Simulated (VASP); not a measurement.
# ZrB2 (P6/mmm) in VASP: notebook

ZrB2 is run at these levels: PBEsol; tasks: single point.

Program: VASP 6.6.1. These are calculated values, not measurements. Logs are shortened: lines on timing, memory, paths and dates and some standing lists are left out, and cuts for length are marked.

## (1) The cell of the first run

It takes space group P6/mmm (No. 191, hexagonal). The conventional cell has a = 3.250 Å, b = 3.250 Å, c = 3.448 Å, α = 90.00°, β = 90.00°, γ = 120.00°. Within 3.5 Å of Zr (site symmetry 6/mmm) lie 12 B at 2.55 Å and 8 Zr at 3.25 to 3.45 Å. Within 2.6 Å of B (site symmetry -6m2) lie 3 B at 1.88 Å and 6 Zr at 2.55 Å.

## (2) Single point, PBEsol

Input file INCAR:

```
PREC = Accurate
ENCUT = 520
EDIFF = 1E-7
ISMEAR = 0
SIGMA = 0.15
LREAL = False
LASPH = True
NELM = 60
ALGO = Normal
ISIF = 2
LWAVE = False
LCHARG = False
GGA = PS
NBANDS = 16
```

Input file KPOINTS:

```
regular mesh
0
Gamma
  15 15 12
```

Input file POSCAR:

```
ZrB2
1.0
    3.2495000000      0.0000000000      0.0000000000
   -1.6247500000      2.8141495496      0.0000000000
    0.0000000000      0.0000000000      3.4483000000
Zr B
1 2
Direct
    0.0000000000      0.0000000000      0.0000000000
    0.3333333333      0.6666666667      0.5000000000
    0.6666666667      0.3333333333      0.5000000000
```

Potentials or basis: VASP PAW PBE potentials, release 64 (Zr_sv, B).

The run is started by

```console
$ cat potpaw_PBE.64/Zr_sv/POTCAR potpaw_PBE.64/B/POTCAR > POTCAR
$ mpirun -np 1 vasp_std > vasp.out
```

OUTCAR:

```text
PREC = Accurate
   ENCUT = 520
   EDIFF = 1E-7
   ISMEAR = 0
   LREAL = False
   LASPH = True
   NELM = 60
   ISIF = 2
   GGA = PS

 ion  position               nearest neighbor table
   1  0.000  0.000  0.000-   2 2.55   3 2.55   2 2.55   3 2.55   3 2.55   3 2.55   2 2.55   2 2.55
                             3 2.55   3 2.55   2 2.55   2 2.55
   2  0.333  0.667  0.500-   3 1.88   3 1.88   3 1.88   1 2.55   1 2.55   1 2.55   1 2.55   1 2.55
                             1 2.55
   3  0.667  0.333  0.500-   2 1.88   2 1.88   2 1.88   1 2.55   1 2.55   1 2.55   1 2.55   1 2.55
                             1 2.55

  LATTYP: Found a hexagonal cell.
 ALAT       =     3.2495000000
 C/A-ratio  =     1.0611786429

  Lattice vectors:

 A1 = (   3.2495000000,   0.0000000000,   0.0000000000)
 A2 = (  -1.6247500000,   2.8141495496,   0.0000000000)
 A3 = (   0.0000000000,   0.0000000000,   3.4483000000)

Analysis of symmetry for initial positions (statically):
=====================================================================
 Subroutine PRICEL returns:
 Original cell was already a primitive cell.

 Routine SETGRP: Setting up the symmetry group for a
 hexagonal supercell.

 Subroutine GETGRP returns: Found 24 space group operations
 (whereof 24 operations were pure point group operations)
 out of a pool of 24 trial point group operations.

The static configuration has the point symmetry D_6h.

Analysis of symmetry for dynamics (positions and initial velocities):
=====================================================================
 Subroutine PRICEL returns:
 Original cell was already a primitive cell.

 Routine SETGRP: Setting up the symmetry group for a
 hexagonal supercell.

 Subroutine GETGRP returns: Found 24 space group operations
 (whereof 24 operations were pure point group operations)
 out of a pool of 24 trial point group operations.

The dynamic configuration has the point symmetry D_6h.

 Subroutine INISYM returns: Found 24 space group operations
 (whereof 24 operations are pure point group operations),
 and found     1 'primitive' translations

----------------------------------------------------------------------------------------

                                     Primitive cell

  volume of cell :      31.5333

  direct lattice vectors                    reciprocal lattice vectors
     3.249500000  0.000000000  0.000000000     0.307739652  0.177673571  0.000000000
    -1.624750000  2.814149550  0.000000000     0.000000000  0.355347142  0.000000000
     0.000000000  0.000000000  3.448300000     0.000000000  0.000000000  0.289997970

  length of vectors
     3.249500000  3.249500000  3.448300000     0.355347142  0.355347142  0.289997970

  position of ions in fractional coordinates (direct lattice)
     0.000000000  0.000000000  0.000000000
     0.333333333  0.666666667  0.500000000
     0.666666667  0.333333333  0.500000000

  ion indices of the primitive-cell ions
   primitive index   ion index
                 1           1
                 2           2
                 3           3

----------------------------------------------------------------------------------------

 KPOINTS: regular mesh

Automatic generation of k-mesh.
 Grid dimensions read from file:
 generate k-points for:   15   15   12

 Generating k-lattice:

  Cartesian coordinates                     Fractional coordinates (reciprocal lattice)
     0.020515977  0.011844905  0.000000000     0.066666667  0.000000000  0.000000000
     0.000000000  0.023689809  0.000000000     0.000000000  0.066666667  0.000000000
     0.000000000  0.000000000  0.024166498     0.000000000  0.000000000  0.083333333

  Length of vectors
     0.023689809  0.023689809  0.024166498

  Shift w.r.t. Gamma in fractional coordinates (k-lattice)
     0.000000000  0.000000000  0.000000000

 Subroutine IBZKPT returns following result:
 ===========================================

 Found    189 irreducible k-points:

 Following reciprocal coordinates:
            Coordinates               Weight
  0.000000  0.000000  0.000000      1.000000
  0.066667 -0.000000  0.000000      6.000000
  0.133333 -0.000000  0.000000      6.000000
  0.200000 -0.000000  0.000000      6.000000
  0.266667 -0.000000  0.000000      6.000000
  0.333333 -0.000000  0.000000      6.000000
[... 16 lines left out ...]
  0.333333  0.200000  0.000000     12.000000
  0.400000  0.200000  0.000000      6.000000
 [... further k-points ...]
   k-points           NKPTS =    189   k-points in BZ     NKDIM =    189   number of bands    NBANDS=     16
   number of dos      NEDOS =    301   number of ions     NIONS =      3
   total plane-waves  NPLWV =  16128
   dimension x,y,z NGX =    24 NGY =   24 NGZ =   28
   dimension x,y,z NGXF=    48 NGYF=   48 NGZF=   56
   ions per type =               1   2
   NGX,Y,Z   is equivalent  to a cutoff of  12.28, 12.28, 13.50 a.u.
   NGXF,Y,Z  is equivalent  to a cutoff of  24.56, 24.56, 27.00 a.u.
 SYSTEM =  unknown system
   PREC   = accura    normal or accurate (medium, high low for compatibility)
   ISTART =      0    job   : 0-new  1-cont  2-samecut
   ICHARG =      2    charge: 1-file 2-atom 10-const
   ISPIN  =      1    spin polarized calculation?
   LNONCOLLINEAR =      F non collinear calculations
   LSORBIT =      F    spin-orbit coupling
   LASPH  =      T    aspherical Exc in radial PAW
   ENCUT  =  520.0 eV  38.22 Ry    6.18 a.u.   6.04  6.04  6.41*2*pi/ulx,y,z
   NELM   =     60;   NELMIN=  2; NELMDL= -5     # of ELM steps
   EDIFF  = 0.1E-06   stopping-criterion for ELM
   LREAL  =      F    real-space projection
   EDIFFG = 0.1E-05   stopping-criterion for IOM
   NSW    =      0    number of steps for IOM
   IBRION =     -1    ionic relax: 0-MD 1-quasi-New 2-CG
   NFREE  =      0    steps in history (QN), initial steepest desc. (CG)
   ISIF   =      2    stress and relaxation
   ISYM   =      2    0-nonsym 1-usesym 2-fastsym
   POTIM  = 0.5000    time-step for ionic-motion
   TEBEG  =    0.0;   TEEND  =   0.0 temperature during run
   PSTRESS=    0.0 pullay stress
   NELECT =      18.0000    total number of electrons
   NUPDOWN=      -1.0000    fix difference up-down
   EMIN   =  10.00;   EMAX   =-10.00  energy-range for DOS
   EFERMI =   0.00;   METHOD = LEGACY
   ISMEAR =     0;   SIGMA  =   0.15  broadening in eV -4-tet -1-fermi 0-gaus
   EFERMI_NEDOS =   21; number of points for ismear=-14 and -15
   IALGO  =     38    algorithm
   IMIX   =      4    mixing-type and parameters
     AMIX     =   0.40;   BMIX     =  1.00
     AMIX_MAG =   1.60;   BMIX_MAG =  1.00
  volume/ion in A,a.u.               =      10.51        70.93
  Fermi-wavevector in a.u.,A,eV,Ry     =   1.358030  2.566305 25.092489  1.844246
  Thomas-Fermi vector in A             =   2.484898
   LORBIT       =      0    0 simple, 1 ext, 2 COOP (PROOUT), +10 PAW based schemes
   GGA     = PS    functional components
   LHFCALC =     F    Hartree Fock is set to
   AEXX    =    0.0000 exact exchange contribution
   IVDW    =     0    specifies the selected vdW correction
   LEPSILON=     F    determine dielectric tensor
   LRPA    =     F    only Hartree local field effects (RPA)
 non-spin polarized calculation
 Gauss-broadening in eV      SIGMA  =   0.15
  energy-cutoff  :      520.00
  volume of cell :       31.53
 maximum number of plane-waves:       876
   NGX = 13   NGY = 13   NGZ = 13

 number of electron      18.0000001 magnetization

 Free energy of the ion-electron system (eV)
  ---------------------------------------------------
  ext. energy  EPLUGINS =         0.00000000
  ---------------------------------------------------
  free energy    TOTEN  =       -26.31620792 eV

  energy without entropy =      -26.31282511  energy(sigma->0) =      -26.31451652

 E-fermi :  10.1673     XC(G=0): -12.4270

 val. band max:       10.1413873814   @ k =   0.0000   0.0000   0.4167
 cond. band min:      10.2173985516   @ k =   0.0667  -0.0000   0.2500
 fundamental gap:      0.0760111702
 Fermi energy:        10.1672983628

 k-point     1 :       0.0000    0.0000    0.0000
  band No.  band energies     occupation
      1     -38.3589      2.00000
      2     -16.5315      2.00000
      3     -16.1104      2.00000
      4     -16.1104      2.00000
      5      -2.3604      2.00000
      6       7.2602      2.00000
[... 8 lines left out ...]
     15      14.8712      0.00000
     16      14.8712      0.00000

 k-point     2 :       0.0667   -0.0000    0.0000
  band No.  band energies     occupation
      1     -38.3551      2.00000
      2     -16.5257      2.00000
      3     -16.1465      2.00000
      4     -16.1183      2.00000
      5      -2.2737      2.00000
      6       7.0053      2.00000
[... 8 lines left out ...]
     15      15.5280      0.00000
     16      15.7050      0.00000

 k-point     3 :       0.1333   -0.0000    0.0000
  band No.  band energies     occupation
      1     -38.3443      2.00000
      2     -16.5090      2.00000
      3     -16.2474      2.00000
      4     -16.1405      2.00000
      5      -2.0201      2.00000
      6       6.3604      2.00000
[... 8 lines left out ...]
     15      16.0630      0.00000
     16      16.8455      0.00000

 k-point     4 :       0.2000   -0.0000    0.0000
  band No.  band energies     occupation
      1     -38.3284      2.00000
      2     -16.4843      2.00000
      3     -16.3927      2.00000
      4     -16.1730      2.00000
      5      -1.6163      2.00000
      6       5.5256      2.00000
[... 8 lines left out ...]
     15      16.7022      0.00000
     16      16.9270      0.00000
[... 324 lines left out ...]
 k-point    22 :       0.2667    0.2000    0.0000
  band No.  band energies     occupation
      1     -38.2751      2.00000
      2     -16.7413      2.00000
      3     -16.4015      2.00000
      4     -16.3980      2.00000
      5       0.3769      2.00000
      6       3.4260      2.00000
[... 8 lines left out ...]
     15      17.8017      0.00000
     16      19.4343      0.00000

 k-point    23 :       0.3333    0.2000    0.0000
  band No.  band energies     occupation
      1     -38.2662      2.00000
      2     -16.7848      2.00000
      3     -16.4474      2.00000
      4     -16.3877      2.00000
      5       1.1207      2.00000
      6       2.7027      2.00000
[... 8 lines left out ...]
     15      18.8390      0.00000
     16      19.5869      0.00000

 k-point    24 :       0.4000    0.2000    0.0000
  band No.  band energies     occupation
      1     -38.2631      2.00000
      2     -16.7995      2.00000
      3     -16.4655      2.00000
      4     -16.3828      2.00000
      5       1.8768      2.00000
      6       1.9462      2.00000
[... 8 lines left out ...]
     15      19.3161      0.00000
     16      19.3965      0.00000

 [... further k-points ...]

------------------------ aborting loop because EDIFF is reached ----------------------------------------

  FORCE on cell =-STRESS in cart. coord.  units (eV):
  Direction    XX          YY          ZZ          XY          YZ          ZX
  --------------------------------------------------------------------------------------
  -------------------------------------------------------------------------------------
  Total       -2.9619276     -2.9619276      0.0571168      0.0000000      0.0000000      0.0000000
  in kB     -150.4929887   -150.4929887      2.9020550      0.0000000      0.0000000      0.0000000
  external PRESSURE =     -99.3613074 kB  Pullay stress =       0.0000000 kB

 VOLUME and BASIS-vectors are now :
 -----------------------------------------------------------------------------
  energy-cutoff  :      520.00
  volume of cell :       31.53
      direct lattice vectors                 reciprocal lattice vectors
     3.249500000  0.000000000  0.000000000     0.307739652  0.177673571  0.000000000
    -1.624750000  2.814149550  0.000000000     0.000000000  0.355347142  0.000000000
     0.000000000  0.000000000  3.448300000     0.000000000  0.000000000  0.289997970

 POSITION                                       TOTAL-FORCE (eV/Angst)
 -----------------------------------------------------------------------------------
      0.00000      0.00000      0.00000        -0.000000      0.000000      0.000000
     -0.00000      1.87610      1.72415        -0.000000      0.000000      0.000000
      1.62475      0.93805      1.72415         0.000000     -0.000000      0.000000
 -----------------------------------------------------------------------------------
    total drift:                               -0.000000      0.000000     -0.000000

  FREE ENERGIE OF THE ION-ELECTRON SYSTEM (eV)
  ---------------------------------------------------
  free  energy   TOTEN  =       -26.3162079231 eV

  energy  without entropy=      -26.3128251125  energy(sigma->0) =      -26.31451652
```

It took 27 s on 1 thread of Intel Xeon 6975P-C (Granite Rapids), shared host; peak memory 0.22 GiB.

What came out:

- Free energy: -26.3162 eV
- Pressure: -9.9 GPa
- Band gap on the k mesh: zero (bands 9 and 10 overlap by 0.71 eV)

Stress tensor (GPa, compression positive):
```
-15.05   0.00   0.00
  0.00 -15.05   0.00
  0.00   0.00   0.29
```

Caveat: the cell stands under tension; the PAW data sets were made with another functional, which shifts forces and pressure a little.

(Part 1 of 2 ends here.)
